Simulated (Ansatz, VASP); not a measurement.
# Nb2B3C in VASP and in Ansatz

```xyz
6
Lattice="4.3354 0.0000 0.0000 -2.1677 3.7546 0.0000 0.0000 0.0000 6.0016" Properties=species:S:1:pos:R:3 pbc="T T T"
Nb    0.0000    2.5031    0.0000
Nb    2.1677    1.2515    0.0000
B     0.0000    0.0000    4.5548
B     0.0000    0.0000    1.4468
B     0.0000    0.0000    3.0008
C     0.0000    0.0000    0.0000
```

Alike in both runs: functional PBE; k mesh 12 × 12 × 6; occupations gaussian, width 0.1 eV; no spin polarisation.

Ansatz relaxed the structure, and its values are those at the end. VASP's run is a single point on that final structure, the one shown.

```csv
,VASP,Ansatz
version,VASP 6.6.1,Ansatz 0.2.0
potentials or method,"VASP PAW PBE potentials, release 64 (Nb_sv, B, C), cutoff 520 eV","scalar-relativistic, plane waves, PAW"
valence electrons in the cell,39,39
```

```tsv
	VASP	Ansatz	Ansatz less VASP
gap on the k mesh at the Fermi level (eV)	none	none	-
pressure (GPa)	-0.1	0.0	+0.09
rms of the force components (eV/Å)	0.005	0.001	-0.0032
```

A gap of «none» marks a metal or a gap that the smearing closes. The functional is the same, so the differences come from potentials, cutoffs and numerics.
